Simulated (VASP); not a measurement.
# Ag6HAu6 (a cell with a defect) in VASP: a series of runs

The runs below take Ag6HAu6 (a cell with a defect) through single point, with LDA.

Everything below comes from runs of VASP 6.6.1. Logs are shortened: lines on timing, memory, paths and dates and some standing lists are left out, and cuts for length are marked.

**1. The cell of the first run**

The cell holds a defect, 13 atoms: a = 5.870 Å, b = 8.806 Å, c = 4.697 Å, α = 90.00°, β = 90.00°, γ = 120.00°.

**2. Single point, LDA**

INCAR

```
SYSTEM = Ag6HAu6
ALGO = Normal
EDIFF = 1E-7
ENCUT = 520
GGA = CA
ISIF = 2
ISMEAR = -1
LASPH = .TRUE.
LCHARG = .TRUE.
LELF = .TRUE.
LREAL = .FALSE.
LVHAR = .TRUE.
LWAVE = .FALSE.
NBANDS = 78
NELM = 60
PREC = Accurate
SIGMA = 0.05
```

KPOINTS

```
k-points
0
G
  3 2 3
  0 0 0
```

POSCAR

```
Ag6HAu6
1.0
    5.8703330000      0.0000000000      0.0000000000
   -4.4027500000      7.6257870000      0.0000000000
    0.0000000000      0.0000000000      4.6969050000
Ag Au H
6 6 1
Direct
   -0.0015309598      0.0032998973      0.4819542552
   -0.0034219317      0.3307516704      0.4834687568
   -0.0005651509      0.6634654186      0.4834486927
    0.4984646217     -0.0007426004      0.4813753042
    0.5052085946      0.3362623659      0.4841260995
    0.5045026078      0.6654816002      0.4847851785
    0.3481424771      0.1320397063     -0.0158908778
    0.3313469780      0.4415250555     -0.0155556196
    0.3341426567      0.7591806545     -0.0141593455
    0.8210558200      0.1044011828     -0.0185476923
    0.8364143782      0.4453893085     -0.0161051106
    0.8237949523      0.7765029782     -0.0149206014
    0.1803371558      0.8927020623      0.9498787603
```

Potentials or basis: VASP PAW LDA potentials, release 64 (Ag, Au, H).

The run is started by

```sh
$ cat potpaw_LDA.64/Ag/POTCAR potpaw_LDA.64/Au/POTCAR potpaw_LDA.64/H/POTCAR > POTCAR
$ mpirun -np 1 vasp_std > vasp.out
```

OUTCAR:

```text
SYSTEM = Ag6HAu6
   EDIFF = 1E-7
   ENCUT = 520
   GGA = CA
   ISIF = 2
   ISMEAR = -1
   LASPH = .TRUE.
   LREAL = .FALSE.
   NELM = 60
   PREC = Accurate

 ion  position               nearest neighbor table
   1  0.998  0.003  0.482-  10 2.88  10 2.89   2 2.89  12 2.90   4 2.92  12 2.93   6 2.94   7 2.94
                             4 2.95   5 2.95   7 2.96   3 3.00
   2  0.997  0.331  0.483-   1 2.89  11 2.89  11 2.89   8 2.90   8 2.90  10 2.91   5 2.91   3 2.92
                             4 2.92  10 2.92   5 2.96   6 2.96
   3  0.999  0.663  0.483-  11 2.88  11 2.88   5 2.89   9 2.89   9 2.91   6 2.91   2 2.92  12 2.93
                            12 2.94   4 2.94   6 2.96   1 3.00
   4  0.498  0.999  0.481-  10 2.86  10 2.86   1 2.92   2 2.92   7 2.94   3 2.94   5 2.95   1 2.95
                             6 2.96   7 2.96   9 2.96   9 3.00
   5  0.505  0.336  0.484-   7 2.82   7 2.82  11 2.89   8 2.89  11 2.89   3 2.89   8 2.89   6 2.90
                             2 2.91   4 2.95   1 2.95   2 2.96
   6  0.505  0.665  0.485-   9 2.83   9 2.84  12 2.85  12 2.86   5 2.90   8 2.90   8 2.91   3 2.91
                             1 2.94   3 2.96   4 2.96   2 2.96
   7  0.348  0.132  0.984-  13 1.83   8 2.78  11 2.81   5 2.82   5 2.82  10 2.91   4 2.94   1 2.94
                             1 2.96   4 2.96  10 2.98  12 3.10   9 3.24
   8  0.331  0.442  0.984-   7 2.78   9 2.79   5 2.89   5 2.89   2 2.90   6 2.90   2 2.90   6 2.91
                            12 2.92  11 2.92  11 2.95  10 2.98
   9  0.334  0.759  0.986-  13 1.81   8 2.79  12 2.80   6 2.83   6 2.84  11 2.85   3 2.89   3 2.91
                            10 2.95   4 2.96   4 3.00  12 3.08   7 3.24
  10  0.821  0.104  0.981-   4 2.86   4 2.86   1 2.88   1 2.89  12 2.90   7 2.91   2 2.91   2 2.92
                             9 2.95  11 2.96   7 2.98   8 2.98
  11  0.836  0.445  0.984-   7 2.81   9 2.85   3 2.88   3 2.88   5 2.89   5 2.89   2 2.89   2 2.89
                             8 2.92   8 2.95  12 2.95  10 2.96
  12  0.824  0.777  0.985-  13 1.82   9 2.80   6 2.85   6 2.86  10 2.90   1 2.90   8 2.92   3 2.93
                             1 2.93   3 2.94  11 2.95   9 3.08   7 3.10
  13  0.180  0.893  0.950-   9 1.81  12 1.82   7 1.83

  LATTYP: Found a simple monoclinic cell.
 ALAT       =     5.8703330000
 B/A-ratio  =     0.8001087843
 C/A-ratio  =     1.3228757713
 COS(beta)  =    -0.1889821878

  Lattice vectors:

 A1 = (   5.8703330000,   0.0000000000,   0.0000000000)
 A2 = (   0.0000000000,   0.0000000000,   4.6969050000)
 A3 = (  -1.4675830000,  -7.6257870000,   0.0000000000)

Analysis of symmetry for initial positions (statically):
=====================================================================
 Subroutine PRICEL returns:
 Original cell was already a primitive cell.

 Routine SETGRP: Setting up the symmetry group for a
 simple monoclinic supercell.

 Subroutine GETGRP returns: Found  1 space group operations
 (whereof  1 operations were pure point group operations)
 out of a pool of  4 trial point group operations.

The static configuration has the point symmetry C_1 .

Analysis of symmetry for dynamics (positions and initial velocities):
=====================================================================
 Subroutine PRICEL returns:
 Original cell was already a primitive cell.

 Routine SETGRP: Setting up the symmetry group for a
 simple monoclinic supercell.

 Subroutine GETGRP returns: Found  1 space group operations
 (whereof  1 operations were pure point group operations)
 out of a pool of  4 trial point group operations.

The dynamic configuration has the point symmetry C_1 .

 Subroutine INISYM returns: Found  1 space group operations
 (whereof  1 operations are pure point group operations),
 and found     1 'primitive' translations

----------------------------------------------------------------------------------------

                                     Primitive cell

  volume of cell :     210.2612

  direct lattice vectors                    reciprocal lattice vectors
     5.870333000  0.000000000  0.000000000     0.170348088  0.098350510  0.000000000
    -4.402750000  7.625787000  0.000000000     0.000000000  0.131134006  0.000000000
     0.000000000  0.000000000  4.696905000     0.000000000  0.000000000  0.212906158

  length of vectors
     5.870333000  8.805500266  4.696905000     0.196701026  0.131134006  0.212906158

  position of ions in fractional coordinates (direct lattice)
     0.998469040  0.003299897  0.481954255
     0.996578068  0.330751670  0.483468757
     0.999434849  0.663465419  0.483448693
     0.498464622  0.999257400  0.481375304
     0.505208595  0.336262366  0.484126100
     0.504502608  0.665481600  0.484785178
     0.348142477  0.132039706  0.984109122
     0.331346978  0.441525056  0.984444380
     0.334142657  0.759180654  0.985840655
     0.821055820  0.104401183  0.981452308
     0.836414378  0.445389308  0.983894889
[... 37 lines left out ...]
  Shift w.r.t. Gamma in fractional coordinates (k-lattice)
     0.000000000  0.000000000  0.000000000

 -----------------------------------------------------------------------------
|                                                                             |
|           W    W    AA    RRRRR   N    N  II  N    N   GGGG   !!!           |
|           W    W   A  A   R    R  NN   N  II  NN   N  G    G  !!!           |
|           W    W  A    A  R    R  N N  N  II  N N  N  G       !!!           |
|           W WW W  AAAAAA  RRRRR   N  N N  II  N  N N  G  GGG   !            |
|           WW  WW  A    A  R   R   N   NN  II  N   NN  G    G                |
|           W    W  A    A  R    R  N    N  II  N    N   GGGG   !!!           |
|                                                                             |
|     Your reciprocal lattice and k-lattice belong to different lattice       |
|     classes:                                                                |
|                                                                             |
|        The reciprocal lattice is simple monoclinic,                         |
|        whereas your k-lattice is hexagonal.                                 |
|                                                                             |
|     Results are often still useful ...                                      |
|                                                                             |
 -----------------------------------------------------------------------------

 Subroutine IBZKPT returns following result:
 ===========================================

 Found     10 irreducible k-points:

 Following reciprocal coordinates:
            Coordinates               Weight
  0.000000  0.000000  0.000000      1.000000
  0.333333  0.000000  0.000000      2.000000
  0.000000  0.500000  0.000000      1.000000
  0.333333  0.500000  0.000000      2.000000
  0.000000  0.000000  0.333333      2.000000
  0.333333  0.000000  0.333333      2.000000
 -0.333333 -0.000000  0.333333      2.000000
  0.000000  0.500000  0.333333      2.000000
  0.333333  0.500000  0.333333      2.000000
 -0.333333  0.500000  0.333333      2.000000
   k-points           NKPTS =     10   k-points in BZ     NKDIM =     10   number of bands    NBANDS=     78
   number of dos      NEDOS =    301   number of ions     NIONS =     13
   total plane-waves  NPLWV = 120960
   dimension x,y,z NGX =    48 NGY =   70 NGZ =   36
   dimension x,y,z NGXF=    96 NGYF=  140 NGZF=   72
   ions per type =               6   6   1
   NGX,Y,Z   is equivalent  to a cutoff of  13.59, 13.22, 12.74 a.u.
   NGXF,Y,Z  is equivalent  to a cutoff of  27.19, 26.43, 25.48 a.u.
 SYSTEM =  Ag6HAu6
   PREC   = accura    normal or accurate (medium, high low for compatibility)
   ISTART =      0    job   : 0-new  1-cont  2-samecut
   ICHARG =      2    charge: 1-file 2-atom 10-const
   ISPIN  =      1    spin polarized calculation?
   LNONCOLLINEAR =      F non collinear calculations
   LSORBIT =      F    spin-orbit coupling
   LASPH  =      T    aspherical Exc in radial PAW
   ENCUT  =  520.0 eV  38.22 Ry    6.18 a.u.  10.91 16.37  8.73*2*pi/ulx,y,z
   NELM   =     60;   NELMIN=  2; NELMDL= -5     # of ELM steps
   EDIFF  = 0.1E-06   stopping-criterion for ELM
   LREAL  =      F    real-space projection
   EDIFFG = 0.1E-05   stopping-criterion for IOM
   NSW    =      0    number of steps for IOM
   IBRION =     -1    ionic relax: 0-MD 1-quasi-New 2-CG
   NFREE  =      0    steps in history (QN), initial steepest desc. (CG)
   ISIF   =      2    stress and relaxation
   ISYM   =      2    0-nonsym 1-usesym 2-fastsym
   POTIM  = 0.5000    time-step for ionic-motion
   TEBEG  =    0.0;   TEEND  =   0.0 temperature during run
   PSTRESS=    0.0 pullay stress
   NELECT =     133.0000    total number of electrons
   NUPDOWN=      -1.0000    fix difference up-down
   EMIN   =  10.00;   EMAX   =-10.00  energy-range for DOS
   EFERMI =   0.00;   METHOD = LEGACY
   ISMEAR =    -1;   SIGMA  =   0.05  broadening in eV -4-tet -1-fermi 0-gaus
   EFERMI_NEDOS =   21; number of points for ismear=-14 and -15
   IALGO  =     38    algorithm
   IMIX   =      4    mixing-type and parameters
     AMIX     =   0.40;   BMIX     =  1.00
     AMIX_MAG =   1.60;   BMIX_MAG =  1.00
  volume/ion in A,a.u.               =      16.17       109.15
  Fermi-wavevector in a.u.,A,eV,Ry     =   1.405311  2.655652 26.870116  1.974898
  Thomas-Fermi vector in A             =   2.527785
   LORBIT       =      0    0 simple, 1 ext, 2 COOP (PROOUT), +10 PAW based schemes
   GGA     = CA    functional components
   LHFCALC =     F    Hartree Fock is set to
   AEXX    =    0.0000 exact exchange contribution
   IVDW    =     0    specifies the selected vdW correction
   LEPSILON=     F    determine dielectric tensor
   LRPA    =     F    only Hartree local field effects (RPA)
 non-spin polarized calculation
  energy-cutoff  :      520.00
  volume of cell :      210.26
 maximum number of plane-waves:      5668
 NGX is ok and might be reduce to    48
   NGX = 21   NGY = 33   NGZ = 17

 number of electron     133.0000000 magnetization

 Free energy of the ion-electron system (eV)
  ---------------------------------------------------
  ext. energy  EPLUGINS =         0.00000000
  ---------------------------------------------------
  free energy    TOTEN  =       -51.74007997 eV

  energy without entropy =      -51.65502139  energy(sigma->0) =      -51.69755068

 E-fermi :   8.2881     XC(G=0): -12.6735

 val. band max:        8.2586451596   @ k =   0.3333   0.5000   0.3333
 cond. band min:       8.3111083742   @ k =   0.0000   0.5000   0.3333
 fundamental gap:      0.0524632145
 Fermi energy:         8.2881441714

 k-point     1 :       0.0000    0.0000    0.0000
  band No.  band energies     occupation
      1      -1.2234      2.00000
      2       0.6951      2.00000
      3       1.6541      2.00000
      4       1.7900      2.00000
      5       1.8845      2.00000
      6       2.2205      2.00000
[... 799 lines left out ...]
     77      15.4054      0.00000
     78      15.4821      0.00000

------------------------ aborting loop because EDIFF is reached ----------------------------------------

  FORCE on cell =-STRESS in cart. coord.  units (eV):
  Direction    XX          YY          ZZ          XY          YZ          ZX
  --------------------------------------------------------------------------------------
  -------------------------------------------------------------------------------------
  Total       -6.6196749     -5.4379936     -8.2424017     -0.2703239     -0.0424919      0.0009958
  in kB      -50.4415074    -41.4371699    -62.8065839     -2.0598514     -0.3237856      0.0075879
  external PRESSURE =     -51.5617537 kB  Pullay stress =       0.0000000 kB

 VOLUME and BASIS-vectors are now :
 -----------------------------------------------------------------------------
  energy-cutoff  :      520.00
  volume of cell :      210.26
      direct lattice vectors                 reciprocal lattice vectors
     5.870333000  0.000000000  0.000000000     0.170348088  0.098350510  0.000000000
    -4.402750000  7.625787000  0.000000000     0.000000000  0.131134006  0.000000000
     0.000000000  0.000000000  4.696905000     0.000000000  0.000000000  0.212906158

 POSITION                                       TOTAL-FORCE (eV/Angst)
 -----------------------------------------------------------------------------------
      5.84682      0.02516      2.26369         0.004557     -0.003530      0.004263
      4.39403      2.52224      2.27081        -0.010252     -0.003283      0.004494
      2.94594      5.05945      2.27071        -0.019615     -0.000404      0.003739
     -1.47333      7.62012      2.26097         0.002695      0.011874      0.003243
      1.48526      2.56427      2.27389        -0.000960     -0.002367     -0.003194
      0.03165      5.07482      2.27699         0.003383     -0.007711     -0.006345
      1.46237      1.00691      4.62227        -0.000105     -0.004555     -0.006342
      0.00119      3.36698      4.62384        -0.008776     -0.007581      0.003264
     -1.38095      5.78935      4.63040         0.058074     -0.008691     -0.013094
      4.36022      0.79614      4.60979         0.016048      0.021330      0.005964
      2.94909      3.39644      4.62126         0.000410     -0.010446      0.006932
      1.41720      5.92145      4.62682        -0.023506     -0.024950     -0.001266
     -2.87170      6.80756      4.46149        -0.021955      0.040314     -0.001657
 -----------------------------------------------------------------------------------
    total drift:                                0.000245      0.000128      0.000546

  FREE ENERGIE OF THE ION-ELECTRON SYSTEM (eV)
  ---------------------------------------------------
  free  energy   TOTEN  =       -51.7400799695 eV

  energy  without entropy=      -51.6550213922  energy(sigma->0) =      -51.69755068
```

Wall time 2.3 min (1 thread of Intel Xeon 6975P-C, shared host); peak memory 0.34 GiB.

What came out:

- Free energy: -51.7401 eV
- Pressure: -5.2 GPa
- Largest force: 0.060 eV/Å

Forces in eV/Å, atoms in the order of the input:
```
Ag   0.005 -0.004  0.004
Ag  -0.010 -0.003  0.004
Ag  -0.020  0.000  0.004
Ag   0.003  0.012  0.003
Ag  -0.001 -0.002 -0.003
Ag   0.003 -0.008 -0.006
Au   0.000 -0.005 -0.006
Au  -0.009 -0.008  0.003
Au   0.058 -0.009 -0.013
Au   0.016  0.021  0.006
Au   0.000 -0.010  0.007
Au  -0.024 -0.025 -0.001
H   -0.022  0.040 -0.002
```

Caveat: the k points lie up to 0.45 Å⁻¹ apart; spin-orbit coupling is left out, which moves the levels of the heavy elements.

**3. Single point, LDA**

INCAR

```
PREC = Accurate
ENCUT = 520
EDIFF = 1E-7
ISMEAR = -1
SIGMA = 0.05
LREAL = F
LASPH = T
NELM = 100
ALGO = Normal
ISIF = 2
LWAVE = F
LCHARG = F
NBANDS = 78
```

KPOINTS

```
regular mesh
0
Gamma
  3 2 3
```

POSCAR

```
Ag6HAu6
1.0
    5.8703330000      0.0000000000      0.0000000000
   -4.4027500000      7.6257870000      0.0000000000
    0.0000000000      0.0000000000      4.6969050000
Ag Au H
6 6 1
Direct
    0.0482110086      0.0186734825      0.4812530805
    0.0004078471      0.3323591388      0.5176174523
    0.0166099994      0.6572042990      0.4469964796
    0.4629768502      0.0063206591      0.4956242462
    0.5052434964      0.3357555096      0.4877467183
    0.5498503843      0.6910237593      0.5218117037
    0.3327575335      0.1173124820     -0.0036832765
    0.3324966582      0.4370827562     -0.0350869349
    0.3126513852      0.7351241255     -0.0305307431
    0.8256737833      0.1131293072      0.0055994320
    0.8285039891      0.4386563643     -0.0664267214
    0.8187025932      0.7943573562      0.0060252443
    0.1671979115      0.8783618006      1.0500744639
```

Potentials or basis: VASP PAW LDA potentials, release 64 (Ag, Au, H).

The run is started by

```sh
$ cat potpaw_LDA.64/Ag/POTCAR potpaw_LDA.64/Au/POTCAR potpaw_LDA.64/H/POTCAR > POTCAR
$ mpirun -np 1 vasp_std > vasp.out
```

It took 4.3 min on 1 thread of Intel Xeon 6975P-C, shared host; peak memory 0.34 GiB.

The run converged. Its results:

- Free energy: -50.7168 eV
- Pressure: -0.7 GPa
- Largest force: 2.286 eV/Å

Forces on the atoms (eV/Å):
```
Ag  -2.207 -0.325  0.500
Ag   0.385 -0.470 -1.602
Ag  -0.295 -0.047  0.320
Ag   2.239 -0.319  0.161
Ag  -0.122  0.406 -0.814
Ag  -0.093 -0.286 -1.111
Au   0.285  0.589 -0.396
Au   0.449 -0.055  0.919
Au  -0.206  0.669  0.262
Au  -0.236 -0.094  0.165
Au  -0.659  0.192  1.481
Au   0.290 -0.180  0.161
H    0.171 -0.079 -0.047
```

Stress tensor (GPa, compression positive):
```
 1.13  0.08 -0.74
 0.08 -2.09  1.20
-0.74  1.20 -1.09
```

Levels at points of the mesh, in eV from the Fermi level:
```
           k point  band 64  band 65  band 66  band 67  band 68  band 69
(0.00, 0.00, 0.00)    -0.84    -0.57    -0.35     0.07     1.03     2.71
(0.00, 0.50, 0.00)    -0.53    -0.29     0.02     1.00     1.15     1.49
```

Caveat: the k points lie up to 0.45 Å⁻¹ apart; spin-orbit coupling is left out, which moves the levels of the heavy elements.
